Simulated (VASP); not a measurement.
# SnO (P4/nmm) in VASP: further runs

Runs on SnO. Level: PBE. Tasks: single point.

Everything below comes from runs of VASP 6.6.1. Logs are shortened: lines on timing, memory, paths and dates and some standing lists are left out, and cuts for length are marked.

### 1 The cell of the first run

Symmetry: P4/nmm, No. 129, tetragonal system. The conventional cell has a = 3.906 Å, b = 3.906 Å, c = 4.661 Å, α = 90.00°, β = 90.00°, γ = 90.00°. Within 3.0 Å of Sn (site symmetry 4mm) lie 4 O at 2.24 Å. Within 3.0 Å of O (site symmetry -4m2) lie 4 Sn at 2.24 Å and 4 O at 2.76 Å.

### 2 Single point, PBE (epitaxial xy strain +3.0%)

Contents of INCAR:

```
SYSTEM = SnO
ALGO = Normal ; EDIFF = 1E-6
ENCUT = 520 ; GGA = PE
ISIF = 2 ; ISMEAR = -1
LASPH = .TRUE. ; LCHARG = .TRUE.
LELF = .TRUE. ; LREAL = .FALSE.
LVHAR = .TRUE. ; LWAVE = .FALSE.
NBANDS = 28 ; NELM = 80
PREC = Accurate ; SIGMA = 0.02
```

Contents of KPOINTS:

```
k-points
0
G
  6 6 6
  0 0 0
```

Contents of POSCAR:

```
SnO
1.0
    3.9063657035      0.0000000000      0.0000000000
    0.0000000000      3.9063657035      0.0000000000
    0.0000000000      0.0000000000      4.6613007390
Sn O
2 2
Direct
    0.0000000000      0.5000000000      0.2373428064
    0.5000000000      0.0000000000      0.7626571936
    0.5000000000      0.5000000000      0.0000000000
    0.0000000000      0.0000000000      0.0000000000
```

Potentials or basis: VASP PAW PBE potentials, release 64 (Sn_d, O).

Launch:

```
$ cat potpaw_PBE.64/Sn_d/POTCAR potpaw_PBE.64/O/POTCAR > POTCAR
$ mpirun -np 1 vasp_std > vasp.out
```

OUTCAR:

```text
SYSTEM = SnO
   EDIFF = 1E-6
   ENCUT = 520
   GGA = PE
   ISIF = 2
   ISMEAR = -1
   LASPH = .TRUE.
   LREAL = .FALSE.
   NELM = 80
   PREC = Accurate

 ion  position               nearest neighbor table
   1  0.000  0.500  0.237-   3 2.24   4 2.24   4 2.24   3 2.24   2 3.54   2 3.54   2 3.54   2 3.54
                             2 3.69   2 3.69   2 3.69   2 3.69
   2  0.500  0.000  0.763-   3 2.24   4 2.24   3 2.24   4 2.24   1 3.54   1 3.54   1 3.54   1 3.54
                             1 3.69   1 3.69   1 3.69   1 3.69
   3  0.500  0.500  0.000-   1 2.24   2 2.24   2 2.24   1 2.24
   4  0.000  0.000  0.000-   1 2.24   2 2.24   1 2.24   2 2.24

  LATTYP: Found a simple tetragonal cell.
 ALAT       =     3.9063657035
 C/A-ratio  =     1.1932576448

  Lattice vectors:

 A1 = (   3.9063657035,   0.0000000000,   0.0000000000)
 A2 = (   0.0000000000,   3.9063657035,   0.0000000000)
 A3 = (   0.0000000000,   0.0000000000,   4.6613007390)

Analysis of symmetry for initial positions (statically):
=====================================================================
 Subroutine PRICEL returns:
 Original cell was already a primitive cell.

 Routine SETGRP: Setting up the symmetry group for a
 simple tetragonal supercell.

 Subroutine GETGRP returns: Found 16 space group operations
 (whereof  8 operations were pure point group operations)
 out of a pool of 16 trial point group operations.

The static configuration has the point symmetry D_2d.
 The point group associated with its full space group is D_4h.

Analysis of symmetry for dynamics (positions and initial velocities):
=====================================================================
 Subroutine PRICEL returns:
 Original cell was already a primitive cell.

 Routine SETGRP: Setting up the symmetry group for a
 simple tetragonal supercell.

 Subroutine GETGRP returns: Found 16 space group operations
 (whereof  8 operations were pure point group operations)
 out of a pool of 16 trial point group operations.

The dynamic configuration has the point symmetry D_2d.
 The point group associated with its full space group is D_4h.

 Subroutine INISYM returns: Found 16 space group operations
 (whereof  8 operations are pure point group operations),
 and found     1 'primitive' translations

----------------------------------------------------------------------------------------

                                     Primitive cell

  volume of cell :      71.1300

  direct lattice vectors                    reciprocal lattice vectors
     3.906365704  0.000000000  0.000000000     0.255992417  0.000000000  0.000000000
     0.000000000  3.906365704  0.000000000     0.000000000  0.255992417  0.000000000
     0.000000000  0.000000000  4.661300739     0.000000000  0.000000000  0.214532393

  length of vectors
     3.906365704  3.906365704  4.661300739     0.255992417  0.255992417  0.214532393

  position of ions in fractional coordinates (direct lattice)
     0.000000000  0.500000000  0.237342806
     0.500000000  0.000000000  0.762657194
     0.500000000  0.500000000  0.000000000
     0.000000000  0.000000000  0.000000000

  ion indices of the primitive-cell ions
   primitive index   ion index
                 1           1
                 2           2
                 3           3
                 4           4

----------------------------------------------------------------------------------------

 KPOINTS: k-points

Automatic generation of k-mesh.
 Grid dimensions read from file:
 generate k-points for:    6    6    6

 Generating k-lattice:

  Cartesian coordinates                     Fractional coordinates (reciprocal lattice)
     0.042665403  0.000000000  0.000000000     0.166666667  0.000000000  0.000000000
     0.000000000  0.042665403  0.000000000     0.000000000  0.166666667  0.000000000
     0.000000000  0.000000000  0.035755399     0.000000000  0.000000000  0.166666667

  Length of vectors
     0.042665403  0.042665403  0.035755399

  Shift w.r.t. Gamma in fractional coordinates (k-lattice)
     0.000000000  0.000000000  0.000000000

 Subroutine IBZKPT returns following result:
 ===========================================

 Found     40 irreducible k-points:

 Following reciprocal coordinates:
            Coordinates               Weight
  0.000000  0.000000  0.000000      1.000000
  0.166667  0.000000  0.000000      4.000000
  0.333333  0.000000  0.000000      4.000000
  0.500000  0.000000  0.000000      2.000000
  0.166667  0.166667  0.000000      4.000000
  0.333333  0.166667  0.000000      8.000000
[... 16 lines left out ...]
  0.333333  0.000000  0.333333      8.000000
  0.500000  0.000000  0.333333      4.000000
 [... further k-points ...]
   k-points           NKPTS =     40   k-points in BZ     NKDIM =     40   number of bands    NBANDS=     28
   number of dos      NEDOS =    301   number of ions     NIONS =      4
   total plane-waves  NPLWV =  32400
   dimension x,y,z NGX =    30 NGY =   30 NGZ =   36
   dimension x,y,z NGXF=    60 NGYF=   60 NGZF=   72
   ions per type =               2   2
   NGX,Y,Z   is equivalent  to a cutoff of  12.77, 12.77, 12.84 a.u.
   NGXF,Y,Z  is equivalent  to a cutoff of  25.53, 25.53, 25.68 a.u.
 SYSTEM =  SnO
   PREC   = accura    normal or accurate (medium, high low for compatibility)
   ISTART =      0    job   : 0-new  1-cont  2-samecut
   ICHARG =      2    charge: 1-file 2-atom 10-const
   ISPIN  =      1    spin polarized calculation?
   LNONCOLLINEAR =      F non collinear calculations
   LSORBIT =      F    spin-orbit coupling
   LASPH  =      T    aspherical Exc in radial PAW
   ENCUT  =  520.0 eV  38.22 Ry    6.18 a.u.   7.26  7.26  8.67*2*pi/ulx,y,z
   NELM   =     80;   NELMIN=  2; NELMDL= -5     # of ELM steps
   EDIFF  = 0.1E-05   stopping-criterion for ELM
   LREAL  =      F    real-space projection
   EDIFFG = 0.1E-04   stopping-criterion for IOM
   NSW    =      0    number of steps for IOM
   IBRION =     -1    ionic relax: 0-MD 1-quasi-New 2-CG
   NFREE  =      0    steps in history (QN), initial steepest desc. (CG)
   ISIF   =      2    stress and relaxation
   ISYM   =      2    0-nonsym 1-usesym 2-fastsym
   POTIM  = 0.5000    time-step for ionic-motion
   TEBEG  =    0.0;   TEEND  =   0.0 temperature during run
   PSTRESS=    0.0 pullay stress
   NELECT =      40.0000    total number of electrons
   NUPDOWN=      -1.0000    fix difference up-down
   EMIN   =  10.00;   EMAX   =-10.00  energy-range for DOS
   EFERMI =   0.00;   METHOD = LEGACY
   ISMEAR =    -1;   SIGMA  =   0.02  broadening in eV -4-tet -1-fermi 0-gaus
   EFERMI_NEDOS =   21; number of points for ismear=-14 and -15
   IALGO  =     38    algorithm
   IMIX   =      4    mixing-type and parameters
     AMIX     =   0.40;   BMIX     =  1.00
     AMIX_MAG =   1.60;   BMIX_MAG =  1.00
  volume/ion in A,a.u.               =      17.78       120.00
  Fermi-wavevector in a.u.,A,eV,Ry     =   1.351275  2.553540 24.843491  1.825945
  Thomas-Fermi vector in A             =   2.478711
   LORBIT       =      0    0 simple, 1 ext, 2 COOP (PROOUT), +10 PAW based schemes
   GGA     = PE    functional components
   LHFCALC =     F    Hartree Fock is set to
   AEXX    =    0.0000 exact exchange contribution
   IVDW    =     0    specifies the selected vdW correction
   LEPSILON=     F    determine dielectric tensor
   LRPA    =     F    only Hartree local field effects (RPA)
 non-spin polarized calculation
  energy-cutoff  :      520.00
  volume of cell :       71.13
 maximum number of plane-waves:      1932
 NGX is ok and might be reduce to    30
   NGX = 15   NGY = 15   NGZ = 17

 number of electron      39.9999976 magnetization

 Free energy of the ion-electron system (eV)
  ---------------------------------------------------
  ext. energy  EPLUGINS =         0.00000000
  ---------------------------------------------------
  free energy    TOTEN  =       -22.66681196 eV

  energy without entropy =      -22.66681163  energy(sigma->0) =      -22.66681179

 E-fermi :   6.8981     XC(G=0): -10.1944

 val. band max:        6.6760342961   @ k =   0.1667   0.0000   0.0000
 cond. band min:       7.1020799548   @ k =   0.5000   0.5000   0.0000
 fundamental gap:      0.4260456587
 Fermi energy:         6.8980556801

 k-point     1 :       0.0000    0.0000    0.0000
  band No.  band energies     occupation
      1     -15.0080      2.00000
      2     -14.6082      2.00000
      3     -14.6082      2.00000
      4     -14.5756      2.00000
      5     -14.5651      2.00000
      6     -14.5621      2.00000
[... 20 lines left out ...]
     27      13.7456      0.00000
     28      14.1077      0.00000

 k-point     2 :       0.1667    0.0000    0.0000
  band No.  band energies     occupation
      1     -14.9906      2.00000
      2     -14.6044      2.00000
      3     -14.6017      2.00000
      4     -14.6002      2.00000
      5     -14.5631      2.00000
      6     -14.5564      2.00000
[... 20 lines left out ...]
     27      13.9509      0.00000
     28      15.7239      0.00000

 k-point     3 :       0.3333    0.0000    0.0000
  band No.  band energies     occupation
      1     -14.9423      2.00000
      2     -14.7410      2.00000
      3     -14.5856      2.00000
      4     -14.5794      2.00000
      5     -14.5652      2.00000
      6     -14.5483      2.00000
[... 20 lines left out ...]
     27      14.3607      0.00000
     28      16.8349      0.00000

 k-point     4 :       0.5000    0.0000    0.0000
  band No.  band energies     occupation
      1     -14.8615      2.00000
      2     -14.8615      2.00000
      3     -14.5706      2.00000
      4     -14.5706      2.00000
      5     -14.5575      2.00000
      6     -14.5575      2.00000
[... 578 lines left out ...]
     27      15.1279      0.00000
     28      15.9827      0.00000

 k-point    23 :       0.3333    0.0000    0.3333
  band No.  band energies     occupation
      1     -14.9429      2.00000
      2     -14.7637      2.00000
      3     -14.6023      2.00000
      4     -14.5808      2.00000
      5     -14.5630      2.00000
      6     -14.5505      2.00000
[... 20 lines left out ...]
     27      15.5759      0.00000
     28      17.1553      0.00000

 k-point    24 :       0.5000    0.0000    0.3333
  band No.  band energies     occupation
      1     -14.8747      2.00000
      2     -14.8747      2.00000
      3     -14.5985      2.00000
      4     -14.5985      2.00000
      5     -14.5510      2.00000
      6     -14.5510      2.00000
[... 20 lines left out ...]
     27      16.2123      0.00000
     28      16.2123      0.00000

 [... further k-points ...]
[... 5 lines left out ...]
  --------------------------------------------------------------------------------------
  -------------------------------------------------------------------------------------
  Total        0.3912620      0.3912620      1.9340702      0.0000000      0.0000000      0.0000000
  in kB        8.8130317      8.8130317     43.5642150      0.0000000      0.0000000      0.0000000
  external PRESSURE =      20.3967595 kB  Pullay stress =       0.0000000 kB

 VOLUME and BASIS-vectors are now :
 -----------------------------------------------------------------------------
  energy-cutoff  :      520.00
  volume of cell :       71.13
      direct lattice vectors                 reciprocal lattice vectors
     3.906365704  0.000000000  0.000000000     0.255992417  0.000000000  0.000000000
     0.000000000  3.906365704  0.000000000     0.000000000  0.255992417  0.000000000
     0.000000000  0.000000000  4.661300739     0.000000000  0.000000000  0.214532393

 POSITION                                       TOTAL-FORCE (eV/Angst)
 -----------------------------------------------------------------------------------
      0.00000      1.95318      1.10633         0.000000      0.000000      0.510443
      1.95318      0.00000      3.55497         0.000000      0.000000     -0.510443
      1.95318      1.95318      0.00000        -0.000000      0.000000      0.000000
      0.00000      0.00000      0.00000        -0.000000     -0.000000      0.000000
 -----------------------------------------------------------------------------------
    total drift:                                0.000000      0.000000     -0.000000

  FREE ENERGIE OF THE ION-ELECTRON SYSTEM (eV)
  ---------------------------------------------------
  free  energy   TOTEN  =       -22.6668119570 eV

  energy  without entropy=      -22.6668116319  energy(sigma->0) =      -22.66681179
```

Run time: 30 s. Hardware: 1 thread of Intel Xeon 6975P-C (Granite Rapids), shared host; peak memory 0.21 GiB.

Results:

| Property | Result |
| --- | --- |
| Free energy | -22.6668 eV |
| Pressure | 2.0 GPa |
| Largest force | 0.510 eV/Å |
| Band gap on the k mesh | 0.43 eV, indirect (least direct gap 1.89 eV) |

Forces on the atoms (eV/Å):
```
Sn   0.000  0.000  0.510
Sn   0.000  0.000 -0.510
O    0.000  0.000  0.000
O    0.000  0.000  0.000
```

Stress tensor (GPa, compression positive):
```
0.88 0.00 0.00
0.00 0.88 0.00
0.00 0.00 4.36
```

Caveat: the cell differs from its parent crystal (epitaxial xy strain +3.0%); spin-orbit coupling is left out, which moves the levels of the heavy elements. A k mesh can miss the band edges.

### 3 Single point, PBE (epitaxial xy strain +4.0%)

Contents of INCAR:

```
SYSTEM = SnO
PREC     = Accurate       ! precision mode
ENCUT    = 520            ! plane-wave cutoff, eV
EDIFF    = 1E-6           ! SCF threshold, eV
ISMEAR   = -1             ! smearing method
SIGMA    = 0.02           ! smearing width, eV
LREAL    = .False.        ! projectors in reciprocal space
LASPH    = .True.         ! aspherical terms in the spheres
NELM     = 80             ! most SCF steps
ALGO     = Normal         ! electronic algorithm
ISIF     = 2              ! what is computed and relaxed
LWAVE    = .False.        ! write WAVECAR
LCHARG   = .False.        ! write CHGCAR
GGA      = PE             ! functional
NBANDS   = 28             ! bands
```

Contents of KPOINTS:

```
Automatic mesh
0
Gamma
  6 6 6
  0 0 0
```

Contents of POSCAR:

```
SnO
1.0
    3.9442915842      0.0000000000      0.0000000000
    0.0000000000      3.9442915842      0.0000000000
    0.0000000000      0.0000000000      4.6214082304
Sn O
2 2
Direct
    0.0000000000      0.5000000000      0.2364663219
    0.5000000000      0.0000000000      0.7635336781
    0.5000000000      0.5000000000      0.0000000000
    0.0000000000      0.0000000000      0.0000000000
```

Potentials or basis: VASP PAW PBE potentials, release 64 (Sn_d, O).

Launch:

```
$ cat potpaw_PBE.64/Sn_d/POTCAR potpaw_PBE.64/O/POTCAR > POTCAR
$ mpirun -np 1 vasp_std > vasp.out
```

Wall time 31 s (1 thread of Intel Xeon 6975P-C (Granite Rapids), shared host); peak memory 0.2 GiB.

The run converged. Its results:

```yaml
Free_energy: -22.6482 eV
Pressure: 1.0 GPa
Largest_force: 0.482 eV/Å
Band_gap_on_the_k_mesh: 0.55 eV, indirect (least direct gap 1.87 eV)
```

Forces in eV/Å, atoms in the order of the input:
```
Sn   0.000  0.000  0.482
Sn   0.000  0.000 -0.482
O    0.000  0.000  0.000
O    0.000  0.000  0.000
```

Stress tensor (GPa, compression positive):
```
-0.59  0.00  0.00
 0.00 -0.59  0.00
 0.00  0.00  4.16
```

Levels at points of the mesh, in eV from the valence-band top:
| k point | band 16 | band 17 | band 18 | band 19 | band 20 | band 21 | band 22 | band 23 | band 24 | band 25 |
| --- | --- | --- | --- | --- | --- | --- | --- | --- | --- | --- |
| (0.00, 0.00, 0.00) | -5.79 | -2.93 | -2.93 | -2.91 | -0.09 | 2.16 | 4.88 | 4.88 | 4.94 | 6.29 |
| (0.50, 0.00, 0.00) | -4.46 | -4.26 | -4.26 | -2.04 | -2.04 | 3.64 | 3.64 | 6.01 | 6.01 | 6.08 |
| (0.50, 0.50, 0.00) | -4.34 | -2.26 | -2.26 | -1.32 | -1.32 | 0.55 | 0.55 | 5.20 | 5.20 | 7.94 |
| (0.00, 0.00, 0.50) | -3.02 | -2.94 | -2.94 | -2.78 | -1.28 | 1.47 | 3.15 | 3.15 | 3.42 | 8.41 |
| (0.50, 0.00, 0.50) | -4.93 | -4.40 | -4.40 | -1.15 | -1.15 | 3.02 | 3.02 | 5.45 | 5.45 | 6.80 |
| (0.50, 0.50, 0.50) | -4.90 | -2.31 | -2.31 | -2.26 | -2.26 | 2.98 | 2.98 | 4.60 | 4.60 | 5.58 |

Caveat: the cell differs from its parent crystal (epitaxial xy strain +4.0%); spin-orbit coupling is left out, which moves the levels of the heavy elements. A k mesh can miss the band edges.
